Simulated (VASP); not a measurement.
# Bi (R-3m) in VASP: single point with revPBE

Aim: the single point of Bi with revPBE.

All numbers are computed with VASP 6.6.1; they aren't measurements. Logs are shortened: lines on timing, memory, paths and dates and some standing lists are left out, and cuts for length are marked.

## 1. The cell of the first run

Symmetry: R-3m, No. 166, trigonal system. Conventional cell: a = 4.595 Å, b = 4.595 Å, c = 11.969 Å, α = 90.00°, β = 90.00°, γ = 120.00°. Bi (site symmetry 3m) has 6 Bi at 3.10 to 3.56 Å within 4.1 Å.

## 2. Single point, revPBE, non-collinear spin, typed start, spin-orbit coupling (36.47 Å³/atom)

Contents of INCAR:

```
PREC = Accurate ; ENCUT = 520
EDIFF = 1E-6 ; ISMEAR = -5
SIGMA = 0.05 ; LREAL = F
LASPH = T ; NELM = 150
ALGO = Normal ; ISIF = 2
LWAVE = F ; LCHARG = F
LNONCOLLINEAR = T ; MAGMOM = 0 0 0.5 0 0 -0.5
LORBIT = 11 ; LSORBIT = T
GGA_COMPAT = F ; LORBMOM = T
GGA = RE ; NBANDS = 42
```

Contents of KPOINTS:

```
regular mesh
0
Gamma
  7 7 7
```

Contents of POSCAR:

```
Bi
1.0
    2.2973389482      1.3263692602      3.9898217322
   -2.2973389482      1.3263692602      3.9898217322
    0.0000000000     -2.6527385203      3.9898217322
Bi
2
Direct
    0.7660000000      0.7660000000      0.7660000000
    0.2340000000      0.2340000000      0.2340000000
```

Potentials or basis: VASP PAW PBE potentials, release 64 (Bi_d).

Command:

```
$ cat potpaw_PBE.64/Bi_d/POTCAR > POTCAR
$ mpirun -np 1 vasp_ncl > vasp.out
```

OUTCAR:

```text
PREC = Accurate
   ENCUT = 520
   EDIFF = 1E-6
   ISMEAR = -5
   LREAL = F
   LASPH = T
   NELM = 150
   ISIF = 2
   LNONCOLLINEAR = T
   LORBIT = 11
   LSORBIT = T
   GGA = RE

 ion  position               nearest neighbor table
   1  0.766  0.766  0.766-   2 3.10   2 3.10   2 3.10   2 3.56   2 3.56   2 3.56
   2  0.234  0.234  0.234-   1 3.10   1 3.10   1 3.10   1 3.56   1 3.56   1 3.56

  LATTYP: Found a trigonal (rhomboedric) cell.
 ALAT       =     4.7912106103
 COS(alpha) =     0.5401781303

  Lattice vectors:

 A1 = (   2.2973389482,   1.3263692602,   3.9898217322)
 A2 = (  -2.2973389482,   1.3263692602,   3.9898217322)
 A3 = (   0.0000000000,  -2.6527385203,   3.9898217322)

Analysis of symmetry for initial positions (statically):
=====================================================================
 Subroutine PRICEL returns:
 Original cell was already a primitive cell.

 Routine SETGRP: Setting up the symmetry group for a
 trigonal (rhombohedral) supercell.

 Subroutine GETGRP returns: Found 12 space group operations
 (whereof 12 operations were pure point group operations)
 out of a pool of 12 trial point group operations.

The static configuration has the point symmetry D_3d.

Analysis of symmetry for dynamics (positions and initial velocities):
=====================================================================
 Subroutine PRICEL returns:
 Original cell was already a primitive cell.

 Routine SETGRP: Setting up the symmetry group for a
 trigonal (rhombohedral) supercell.

 Subroutine GETGRP returns: Found 12 space group operations
 (whereof 12 operations were pure point group operations)
 out of a pool of 12 trial point group operations.

The dynamic configuration has the point symmetry D_3d.

Analysis of structural, dynamic, and magnetic symmetry:
=====================================================================
 Subroutine PRICEL returns:
 Original cell was already a primitive cell.

 Routine SETGRP: Setting up the symmetry group for a
 trigonal (rhombohedral) supercell.

 Subroutine GETGRP returns: Found  6 space group operations
 (whereof  6 operations were pure point group operations)
 out of a pool of 12 trial point group operations.

The overall configuration has the point symmetry D_3 .

 Subroutine INISYM returns: Found  6 space group operations
 (whereof  6 operations are pure point group operations),
 and found     1 'primitive' translations

----------------------------------------------------------------------------------------

                                     Primitive cell

  volume of cell :      72.9448

  direct lattice vectors                    reciprocal lattice vectors
     2.297338948  1.326369260  3.989821732     0.217643113  0.125656310  0.083545922
    -2.297338948  1.326369260  3.989821732    -0.217643113  0.125656310  0.083545922
     0.000000000 -2.652738520  3.989821732     0.000000000 -0.251312620  0.083545922

  length of vectors
     4.791210610  4.791210610  4.791210610     0.264835711  0.264835711  0.264835711

  position of ions in fractional coordinates (direct lattice)
     0.766000000  0.766000000  0.766000000
     0.234000000  0.234000000  0.234000000

  ion indices of the primitive-cell ions
   primitive index   ion index
                 1           1
                 2           2

----------------------------------------------------------------------------------------

 KPOINTS: regular mesh

Automatic generation of k-mesh.
 Grid dimensions read from file:
 generate k-points for:    7    7    7

 Generating k-lattice:

  Cartesian coordinates                     Fractional coordinates (reciprocal lattice)
     0.031091873  0.017950901  0.011935132     0.142857143  0.000000000 -0.000000000
    -0.031091873  0.017950901  0.011935132     0.000000000  0.142857143 -0.000000000
     0.000000000 -0.035901803  0.011935132    -0.000000000 -0.000000000  0.142857143
[... 101 lines left out ...]

 number of electron      29.9999999 magnetization       0.0000000     -0.0000000     -0.0000000

 Free energy of the ion-electron system (eV)
  ---------------------------------------------------
  ext. energy  EPLUGINS =         0.00000000
  ---------------------------------------------------
  free energy    TOTEN  =        -8.77150133 eV

  energy without entropy =       -8.77150133  energy(sigma->0) =       -8.77150133

 E-fermi :   6.0466     XC(G=0):  -9.2467

 val. band max:        6.0196458194   @ k =   0.4286   0.4286   0.4286
 cond. band min:       6.0678281873   @ k =   0.4286   0.0000  -0.0000
 fundamental gap:      0.0481823679
 Fermi energy:         6.0465879627

 k-point     1 :       0.0000    0.0000    0.0000
  band No.  band energies     occupation
      1     -18.3177      1.00000
      2     -18.3177      1.00000
      3     -18.3084      1.00000
      4     -18.3084      1.00000
      5     -18.2530      1.00000
      6     -18.2530      1.00000
[... 1069 lines left out ...]
     41      15.5029      0.00000
     42      15.5029      0.00000

 [... further k-points ...]

------------------------ aborting loop because EDIFF is reached ----------------------------------------

  FORCE on cell =-STRESS in cart. coord.  units (eV):
  Direction    XX          YY          ZZ          XY          YZ          ZX
  --------------------------------------------------------------------------------------
  -------------------------------------------------------------------------------------
  Total        0.9522020      0.9522020      0.9012977      0.0000000      0.0000000      0.0000000
  in kB       20.9143996     20.9143996     19.7963252      0.0000000      0.0000000      0.0000000
  external PRESSURE =      20.5417081 kB  Pullay stress =       0.0000000 kB

 VOLUME and BASIS-vectors are now :
 -----------------------------------------------------------------------------
  energy-cutoff  :      520.00
  volume of cell :       72.94
      direct lattice vectors                 reciprocal lattice vectors
     2.297338948  1.326369260  3.989821732     0.217643113  0.125656310  0.083545922
    -2.297338948  1.326369260  3.989821732    -0.217643113  0.125656310  0.083545922
     0.000000000 -2.652738520  3.989821732     0.000000000 -0.251312620  0.083545922

 POSITION                                       TOTAL-FORCE (eV/Angst)
 -----------------------------------------------------------------------------------
      0.00000      0.00000      9.16861         0.000000     -0.000000     -0.020180
      0.00000      0.00000      2.80085         0.000000      0.000000      0.020180
 -----------------------------------------------------------------------------------
    total drift:                                0.000000      0.000000      0.000000

  FREE ENERGIE OF THE ION-ELECTRON SYSTEM (eV)
  ---------------------------------------------------
  free  energy   TOTEN  =        -8.7715013267 eV

  energy  without entropy=       -8.7715013267  energy(sigma->0) =       -8.77150133

 orbital moment (x)

 # of ion     p       d       tot
 ----------------------------------------
  1        -0.000   0.000  -0.000
  2         0.000   0.000   0.000
 ----------------------------------------
           -0.000   0.000   0.000

 orbital moment (y)

 # of ion     p       d       tot
 ----------------------------------------
  1         0.000  -0.000   0.000
  2        -0.000   0.000   0.000
 ----------------------------------------
            0.000   0.000   0.000

 orbital moment (z)

 # of ion     p       d       tot
 ----------------------------------------
  1         0.000   0.000   0.000
  2        -0.000  -0.000  -0.000
 ----------------------------------------
            0.000   0.000   0.000

 Spin-Orbit-Coupling matrix elements

 Ion:    1  E_soc:     -1.7002723
 l=   1
     0.0000000    -0.2184773    -0.2169895
    -0.2184773     0.0000000    -0.2184773
    -0.2169895    -0.2184773     0.0000000
 l=   2
     0.0000000    -0.0130520     0.0000000    -0.0130520    -0.0523839
    -0.0130520     0.0000000    -0.0393052    -0.0129900    -0.0130520
     0.0000000    -0.0393052     0.0000000    -0.0393052     0.0000000
    -0.0130520    -0.0129900    -0.0393052     0.0000000    -0.0130520
    -0.0523839    -0.0130520     0.0000000    -0.0130520     0.0000000
 l=   3
     0.0000000     0.0000000     0.0000000     0.0000000     0.0000000     0.0000000     0.0000000
     0.0000000     0.0000000     0.0000000     0.0000000     0.0000000     0.0000000     0.0000000
     0.0000000     0.0000000     0.0000000     0.0000000     0.0000000     0.0000000     0.0000000
     0.0000000     0.0000000     0.0000000     0.0000000     0.0000000     0.0000000     0.0000000
     0.0000000     0.0000000     0.0000000     0.0000000     0.0000000     0.0000000     0.0000000
     0.0000000     0.0000000     0.0000000     0.0000000     0.0000000     0.0000000     0.0000000
     0.0000000     0.0000000     0.0000000     0.0000000     0.0000000     0.0000000     0.0000000

 Ion:    2  E_soc:     -1.7002723
 l=   1
     0.0000000    -0.2184773    -0.2169895
    -0.2184773     0.0000000    -0.2184773
    -0.2169895    -0.2184773     0.0000000
 l=   2
     0.0000000    -0.0130520     0.0000000    -0.0130520    -0.0523839
    -0.0130520     0.0000000    -0.0393052    -0.0129900    -0.0130520
     0.0000000    -0.0393052     0.0000000    -0.0393052     0.0000000
    -0.0130520    -0.0129900    -0.0393052     0.0000000    -0.0130520
    -0.0523839    -0.0130520     0.0000000    -0.0130520     0.0000000
 l=   3
     0.0000000     0.0000000     0.0000000     0.0000000     0.0000000     0.0000000     0.0000000
     0.0000000     0.0000000     0.0000000     0.0000000     0.0000000     0.0000000     0.0000000
     0.0000000     0.0000000     0.0000000     0.0000000     0.0000000     0.0000000     0.0000000
     0.0000000     0.0000000     0.0000000     0.0000000     0.0000000     0.0000000     0.0000000
     0.0000000     0.0000000     0.0000000     0.0000000     0.0000000     0.0000000     0.0000000
     0.0000000     0.0000000     0.0000000     0.0000000     0.0000000     0.0000000     0.0000000
     0.0000000     0.0000000     0.0000000     0.0000000     0.0000000     0.0000000     0.0000000

 total charge

# of ion       s       p       d       tot
------------------------------------------
    1        1.529   1.354   9.911  12.795
    2        1.529   1.354   9.911  12.795
--------------------------------------------------
tot          3.059   2.709  19.822  25.589

 magnetization (x)

# of ion       s       p       d       tot
------------------------------------------
    1        0.000   0.000   0.000   0.000
    2        0.000   0.000   0.000   0.000
--------------------------------------------------
tot          0.000   0.000   0.000   0.000

 magnetization (y)

# of ion       s       p       d       tot
------------------------------------------
    1       -0.000  -0.000   0.000  -0.000
    2        0.000   0.000  -0.000   0.000
--------------------------------------------------
tot          0.000   0.000   0.000   0.000

 magnetization (z)

# of ion       s       p       d       tot
------------------------------------------
    1       -0.000  -0.000   0.000  -0.000
    2        0.000   0.000  -0.000   0.000
--------------------------------------------------
tot          0.000   0.000   0.000   0.000
```

Run time: 14 min. Hardware: 1 thread of Oxide Virtual Turin-like, shared host; peak memory 0.49 GiB.

What came out:

```yaml
Free_energy: -8.7715 eV
Pressure: 2.1 GPa
Largest_force: 0.020 eV/Å
Net_moment: 0.00 μB per cell
Valence_electrons_inside_the_program's_atomic_spheres: Bi 12.79
```

Forces in eV/Å, atoms in the order of the input:
```
Bi   0.000  0.000 -0.020
Bi   0.000  0.000  0.020
```

Moments on the atoms (μB; x, y, z):
```
Bi  0.00 0.00 0.00
Bi  0.00 0.00 0.00
```

Caveat: the PAW data sets were made with another functional, which shifts forces and pressure a little.
